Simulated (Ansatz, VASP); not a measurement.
## WS2: VASP beside Ansatz

```
W S
1.0
     3.14624    0.00000   -0.22024
    -1.57312    2.72472   -0.08061
    -0.88877   -0.88877   12.69665
W S
2 4
Direct
  0.11959 0.48192 0.25289
  0.88041 0.51808 0.74711
  0.43623 0.77019 0.62214
  0.34329 0.06754 0.12800
  0.65671 0.93246 0.87200
  0.56377 0.22981 0.37786
```

Change from the starting cell: engineering shear strain xz -0.1400, engineering shear strain yz -0.1400.

Alike in both runs: functional PBEsol; k mesh 12 × 12 × 2; occupations gaussian, width 0.05 eV; no spin polarisation.

Ansatz relaxed the structure, and its values are those at the end. VASP's run is a single point on that final structure, the one shown.

```csv
,VASP,Ansatz
version,VASP 6.6.1,Ansatz 0.2.0
potentials or method,"VASP PAW PBE potentials, release 64 (W_sv, S), cutoff 520 eV","scalar-relativistic, plane waves, PAW"
valence electrons in the cell,52,52
```

```tsv
	VASP	Ansatz	Ansatz less VASP
gap on the k mesh at the Fermi level (eV)	1.04	1.02	-0.015
least direct gap on the mesh (eV)	1.84	1.84	-0.003
pressure (GPa)	0.0	-0.1	-0.10
rms of the force components (eV/Å)	0.010	0.001	-0.0088
```

VASP's potentials were made for PBE, not for PBEsol, and Ansatz warns of the same on its side. With one functional, cell and mesh, what is left measures potentials, basis and numerics. Ansatz's warnings: stress scf threshold loose.

Spin-orbit coupling is off throughout.
